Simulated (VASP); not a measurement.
# SrTiO3 (tilted perovskite) (I4/mcm) in VASP: single point with PBEsol

Aim: the single point of SrTiO3 (tilted perovskite) with PBEsol.

Program: VASP 6.6.1. These are calculated values, not measurements. Logs are shortened: lines on timing, memory, paths and dates and some standing lists are left out, and cuts for length are marked.

**1. The cell of the first run**

The structure is tetragonal, space group I4/mcm (No. 140). The conventional cell has a = 5.487 Å, b = 5.487 Å, c = 7.808 Å, α = 90.00°, β = 90.00°, γ = 90.00°. Sr (site symmetry -42m) has 12 O at 2.62 to 2.89 Å and 8 Ti at 3.37 Å within 3.5 Å. Within 2.6 Å of Ti (site symmetry 4/m) lie 6 O at 1.95 Å. Within 2.6 Å of O (site symmetry 422) lie 2 Ti at 1.95 Å. O (site symmetry m2m) has 2 Ti at 1.95 Å within 2.6 Å.

**2. Single point, PBEsol**

INCAR

```
SYSTEM = SrTiO3
  PREC = Accurate
  ENCUT = 520
  EDIFF = 1E-7
  ISMEAR = 0
  SIGMA = 0.01
  LREAL = .False.
  LASPH = .True.
  NELM = 100
  ALGO = Normal
  ISIF = 2
  LWAVE = .False.
  LCHARG = .False.
  GGA = PS
  NBANDS = 51
```

KPOINTS

```
regular mesh
0
Gamma
  6 6 6
  0 0 0
```

POSCAR

```
SrTiO3
1.0
   -2.7436719132      2.7436719132      3.9040737003
    2.7436719132     -2.7436719132      3.9040737003
    2.7436719132      2.7436719132     -3.9040737003
Sr Ti O
2 2 6
Direct
    0.7500000000      0.2500000000      0.5000000000
    0.2500000000      0.7500000000      0.5000000000
    0.0000000000      0.0000000000      0.0000000000
    0.5000000000      0.5000000000      0.0000000000
    0.2500000000      0.2500000000      0.0000000000
    0.7500000000      0.7500000000      0.0000000000
    0.7745120773      0.2745120773      0.0490241545
    0.2254879227      0.7254879227      0.9509758455
    0.2745120773      0.2254879227      0.5000000000
    0.7254879227      0.7745120773      0.5000000000
```

Potentials or basis: VASP PAW PBE potentials, release 64 (Sr_sv, Ti_sv, O).

Launch:

```
cat potpaw_PBE.64/Sr_sv/POTCAR potpaw_PBE.64/Ti_sv/POTCAR potpaw_PBE.64/O/POTCAR > POTCAR
mpirun -np 1 vasp_std > vasp.out
```

OUTCAR:

```text
SYSTEM = SrTiO3
   PREC = Accurate
   ENCUT = 520
   EDIFF = 1E-7
   ISMEAR = 0
   LREAL = .False.
   LASPH = .True.
   NELM = 100
   ISIF = 2
   GGA = PS

 ion  position               nearest neighbor table
   1  0.750  0.250  0.500-   8 2.62   9 2.62  10 2.62   7 2.62   5 2.74   6 2.74   6 2.74   5 2.74
                             7 2.89   8 2.89   9 2.89  10 2.89   3 3.37   3 3.37   4 3.37   4 3.37
   2  0.250  0.750  0.500-   7 2.62   9 2.62  10 2.62   8 2.62   5 2.74   6 2.74   5 2.74   6 2.74
                             8 2.89   7 2.89  10 2.89   9 2.89   4 3.37   3 3.37   4 3.37   3 3.37
   3  0.000  0.000  0.000-   7 1.95   8 1.95   9 1.95  10 1.95   5 1.95   6 1.95   1 3.37   2 3.37
                             1 3.37   1 3.37   2 3.37   2 3.37   1 3.37   2 3.37
   4  0.500  0.500  0.000-   7 1.95   8 1.95  10 1.95   9 1.95   5 1.95   6 1.95   1 3.37   2 3.37
                             2 3.37   1 3.37   2 3.37   1 3.37   2 3.37   1 3.37
   5  0.250  0.250  0.000-   3 1.95   4 1.95   1 2.74   2 2.74   2 2.74   1 2.74
   6  0.750  0.750  0.000-   3 1.95   4 1.95   1 2.74   2 2.74   1 2.74   2 2.74
   7  0.775  0.275  0.049-   3 1.95   4 1.95   2 2.62   1 2.62   1 2.89   2 2.89
   8  0.225  0.725  0.951-   3 1.95   4 1.95   1 2.62   2 2.62   2 2.89   1 2.89
   9  0.275  0.225  0.500-   4 1.95   3 1.95   1 2.62   2 2.62   2 2.89   1 2.89
  10  0.725  0.775  0.500-   3 1.95   4 1.95   1 2.62   2 2.62   2 2.89   1 2.89

  LATTYP: Found a body centered tetragonal cell.
 ALAT       =     5.4873438264
 C/A-ratio  =     1.4229375172

  Lattice vectors:

 A1 = (  -2.7436719132,   2.7436719132,   3.9040737003)
 A2 = (   2.7436719132,  -2.7436719132,   3.9040737003)
 A3 = (   2.7436719132,   2.7436719132,  -3.9040737003)

Analysis of symmetry for initial positions (statically):
=====================================================================
 Subroutine PRICEL returns:
 Original cell was already a primitive cell.

 Routine SETGRP: Setting up the symmetry group for a
 body centered tetragonal supercell.

 Subroutine GETGRP returns: Found 16 space group operations
 (whereof  8 operations were pure point group operations)
 out of a pool of 16 trial point group operations.

The static configuration has the point symmetry C_4h.
 The point group associated with its full space group is D_4h.

Analysis of symmetry for dynamics (positions and initial velocities):
=====================================================================
 Subroutine PRICEL returns:
 Original cell was already a primitive cell.

 Routine SETGRP: Setting up the symmetry group for a
 body centered tetragonal supercell.

 Subroutine GETGRP returns: Found 16 space group operations
 (whereof  8 operations were pure point group operations)
 out of a pool of 16 trial point group operations.

The dynamic configuration has the point symmetry C_4h.
 The point group associated with its full space group is D_4h.

 Subroutine INISYM returns: Found 16 space group operations
 (whereof  8 operations are pure point group operations),
 and found     1 'primitive' translations

----------------------------------------------------------------------------------------

                                     Primitive cell

  volume of cell :     117.5553

  direct lattice vectors                    reciprocal lattice vectors
    -2.743671913  2.743671913  3.904073700     0.000000000  0.182237533  0.128071353
     2.743671913 -2.743671913  3.904073700     0.182237533  0.000000000  0.128071353
     2.743671913  2.743671913 -3.904073700     0.182237533  0.182237533  0.000000000

  length of vectors
     5.504294922  5.504294922  5.504294922     0.222739286  0.222739286  0.257722790

  position of ions in fractional coordinates (direct lattice)
     0.750000000  0.250000000  0.500000000
     0.250000000  0.750000000  0.500000000
     0.000000000  0.000000000  0.000000000
     0.500000000  0.500000000  0.000000000
     0.250000000  0.250000000  0.000000000
     0.750000000  0.750000000  0.000000000
     0.774512077  0.274512077  0.049024155
     0.225487923  0.725487923  0.950975845
     0.274512077  0.225487923  0.500000000
     0.725487923  0.774512077  0.500000000

  ion indices of the primitive-cell ions
   primitive index   ion index
                 1           1
                 2           2
                 3           3
                 4           4
                 5           5
                 6           6
                 7           7
                 8           8
                 9           9
                10          10

----------------------------------------------------------------------------------------

 KPOINTS: regular mesh

Automatic generation of k-mesh.
 Grid dimensions read from file:
 generate k-points for:    6    6    6

 Generating k-lattice:

  Cartesian coordinates                     Fractional coordinates (reciprocal lattice)
     0.000000000  0.030372922  0.021345225     0.166666667  0.000000000  0.000000000
     0.030372922  0.000000000  0.021345225     0.000000000  0.166666667  0.000000000
     0.030372922  0.030372922  0.000000000     0.000000000  0.000000000  0.166666667

  Length of vectors
     0.037123214  0.037123214  0.042953798

  Shift w.r.t. Gamma in fractional coordinates (k-lattice)
     0.000000000  0.000000000  0.000000000

 Subroutine IBZKPT returns following result:
 ===========================================

 Found     30 irreducible k-points:

 Following reciprocal coordinates:
            Coordinates               Weight
  0.000000  0.000000  0.000000      1.000000
  0.166667  0.000000  0.000000      8.000000
  0.333333  0.000000  0.000000      8.000000
  0.500000  0.000000  0.000000      4.000000
  0.166667  0.166667  0.000000      8.000000
  0.333333  0.166667  0.000000     16.000000
[... 16 lines left out ...]
 -0.333333 -0.333333  0.166667      8.000000
 -0.166667 -0.333333  0.166667      8.000000
 [... further k-points ...]
   k-points           NKPTS =     30   k-points in BZ     NKDIM =     30   number of bands    NBANDS=     51
   number of dos      NEDOS =    301   number of ions     NIONS =     10
   total plane-waves  NPLWV =  74088
   dimension x,y,z NGX =    42 NGY =   42 NGZ =   42
   dimension x,y,z NGXF=    84 NGYF=   84 NGZF=   84
   ions per type =               2   2   6
   NGX,Y,Z   is equivalent  to a cutoff of  12.69, 12.69, 12.69 a.u.
   NGXF,Y,Z  is equivalent  to a cutoff of  25.37, 25.37, 25.37 a.u.
 SYSTEM =  SrTiO3
   PREC   = accura    normal or accurate (medium, high low for compatibility)
   ISTART =      0    job   : 0-new  1-cont  2-samecut
   ICHARG =      2    charge: 1-file 2-atom 10-const
   ISPIN  =      1    spin polarized calculation?
   LNONCOLLINEAR =      F non collinear calculations
   LSORBIT =      F    spin-orbit coupling
   LASPH  =      T    aspherical Exc in radial PAW
   ENCUT  =  520.0 eV  38.22 Ry    6.18 a.u.  10.23 10.23 10.23*2*pi/ulx,y,z
   NELM   =    100;   NELMIN=  2; NELMDL= -5     # of ELM steps
   EDIFF  = 0.1E-06   stopping-criterion for ELM
   LREAL  =      F    real-space projection
   EDIFFG = 0.1E-05   stopping-criterion for IOM
   NSW    =      0    number of steps for IOM
   IBRION =     -1    ionic relax: 0-MD 1-quasi-New 2-CG
   NFREE  =      0    steps in history (QN), initial steepest desc. (CG)
   ISIF   =      2    stress and relaxation
   ISYM   =      2    0-nonsym 1-usesym 2-fastsym
   POTIM  = 0.5000    time-step for ionic-motion
   TEBEG  =    0.0;   TEEND  =   0.0 temperature during run
   PSTRESS=    0.0 pullay stress
   NELECT =      80.0000    total number of electrons
   NUPDOWN=      -1.0000    fix difference up-down
   EMIN   =  10.00;   EMAX   =-10.00  energy-range for DOS
   EFERMI =   0.00;   METHOD = LEGACY
   ISMEAR =     0;   SIGMA  =   0.01  broadening in eV -4-tet -1-fermi 0-gaus
   EFERMI_NEDOS =   21; number of points for ismear=-14 and -15
   IALGO  =     38    algorithm
   IMIX   =      4    mixing-type and parameters
     AMIX     =   0.40;   BMIX     =  1.00
     AMIX_MAG =   1.60;   BMIX_MAG =  1.00
  volume/ion in A,a.u.               =      11.76        79.33
  Fermi-wavevector in a.u.,A,eV,Ry     =   1.439983  2.721173 28.212376  2.073551
  Thomas-Fermi vector in A             =   2.558778
   LORBIT       =      0    0 simple, 1 ext, 2 COOP (PROOUT), +10 PAW based schemes
   GGA     = PS    functional components
   LHFCALC =     F    Hartree Fock is set to
   AEXX    =    0.0000 exact exchange contribution
   IVDW    =     0    specifies the selected vdW correction
   LEPSILON=     F    determine dielectric tensor
   LRPA    =     F    only Hartree local field effects (RPA)
 non-spin polarized calculation
 Gauss-broadening in eV      SIGMA  =   0.01
  energy-cutoff  :      520.00
  volume of cell :      117.56
 maximum number of plane-waves:      3178
 NGX is ok and might be reduce to    42
   NGX = 21   NGY = 21   NGZ = 21

 number of electron      79.9999998 magnetization

 Free energy of the ion-electron system (eV)
  ---------------------------------------------------
  ext. energy  EPLUGINS =         0.00000000
  ---------------------------------------------------
  free energy    TOTEN  =       -84.04249215 eV

  energy without entropy =      -84.04249215  energy(sigma->0) =      -84.04249215

 E-fermi :   4.0811     XC(G=0): -11.6101

 val. band max:        4.0109638412   @ k =  -0.1667   0.1667   0.0000
 cond. band min:       5.9490403490   @ k =   0.0000   0.0000   0.0000
 fundamental gap:      1.9380765078
 Fermi energy:         4.0810514237

 k-point     1 :       0.0000    0.0000    0.0000
  band No.  band energies     occupation
      1     -52.0848      2.00000
      2     -52.0797      2.00000
      3     -28.5191      2.00000
      4     -28.5182      2.00000
      5     -28.5182      2.00000
      6     -28.4519      2.00000
[... 43 lines left out ...]
     50       9.7769      0.00000
     51      10.3694      0.00000
[... 1240 lines left out ...]
     50      10.7269      0.00000
     51      10.9273      0.00000

 [... further k-points ...]
[... 5 lines left out ...]
  --------------------------------------------------------------------------------------
  -------------------------------------------------------------------------------------
  Total        0.5130012      0.5130012      0.5411199      0.0000000      0.0000000      0.0000000
  in kB        6.9917609      6.9917609      7.3749955      0.0000000      0.0000000      0.0000000
  external PRESSURE =       7.1195058 kB  Pullay stress =       0.0000000 kB

 VOLUME and BASIS-vectors are now :
 -----------------------------------------------------------------------------
  energy-cutoff  :      520.00
  volume of cell :      117.56
      direct lattice vectors                 reciprocal lattice vectors
    -2.743671913  2.743671913  3.904073700     0.000000000  0.182237533  0.128071353
     2.743671913 -2.743671913  3.904073700     0.182237533  0.000000000  0.128071353
     2.743671913  2.743671913 -3.904073700     0.182237533  0.182237533  0.000000000

 POSITION                                       TOTAL-FORCE (eV/Angst)
 -----------------------------------------------------------------------------------
      0.00000      2.74367      1.95204        -0.000000     -0.000000     -0.000000
      2.74367      0.00000      1.95204         0.000000      0.000000     -0.000000
      0.00000      0.00000      0.00000         0.000000      0.000000     -0.000000
      0.00000      0.00000      3.90407        -0.000000     -0.000000     -0.000000
      0.00000      0.00000      1.95204         0.000000      0.000000     -0.000000
      0.00000      0.00000      5.85611         0.000000     -0.000000     -0.000000
     -1.23733      1.50634      3.90407        -0.003855     -0.003855      0.000000
      3.98100      1.23733     -0.00000         0.003855      0.003855     -0.000000
      1.23733      1.50634      0.00000         0.003855     -0.003855     -0.000000
      1.50634      1.23733      3.90407        -0.003855      0.003855     -0.000000
 -----------------------------------------------------------------------------------
    total drift:                               -0.000000     -0.000000      0.000000

  FREE ENERGIE OF THE ION-ELECTRON SYSTEM (eV)
  ---------------------------------------------------
  free  energy   TOTEN  =       -84.0424921550 eV

  energy  without entropy=      -84.0424921550  energy(sigma->0) =      -84.04249215
```

Wall time 3.3 min (1 thread of Intel Xeon Platinum 8488C (Sapphire Rapids), shared host); peak memory 0.33 GiB.

What came out:

- Free energy: -84.0425 eV
- Pressure: 0.7 GPa
- Largest force: 0.005 eV/Å
- Band gap on the k mesh: 1.94 eV, indirect (least direct gap 1.95 eV)

Forces on the atoms (eV/Å):
```
Sr   0.000  0.000  0.000
Sr   0.000  0.000  0.000
Ti   0.000  0.000  0.000
Ti   0.000  0.000  0.000
O    0.000  0.000  0.000
O    0.000  0.000  0.000
O   -0.004 -0.004  0.000
O    0.004  0.004  0.000
O    0.004 -0.004  0.000
O   -0.004  0.004  0.000
```

Levels at points of the mesh, in eV from the valence-band top:
```tsv
k point	band 38	band 39	band 40	band 41	band 42	band 43
(0.00, 0.00, 0.00)	-0.15	-0.01	-0.01	1.94	1.94	1.96
(0.50, 0.00, 0.00)	-0.75	-0.58	-0.58	3.43	3.43	3.47
(0.50, 0.50, 0.00)	-0.67	-0.66	-0.04	2.08	3.81	3.83
(0.50, 0.50, 0.50)	-0.61	-0.61	-0.07	2.12	3.76	3.76
```

Caveat: the PAW data sets were made with another functional, which shifts forces and pressure a little.
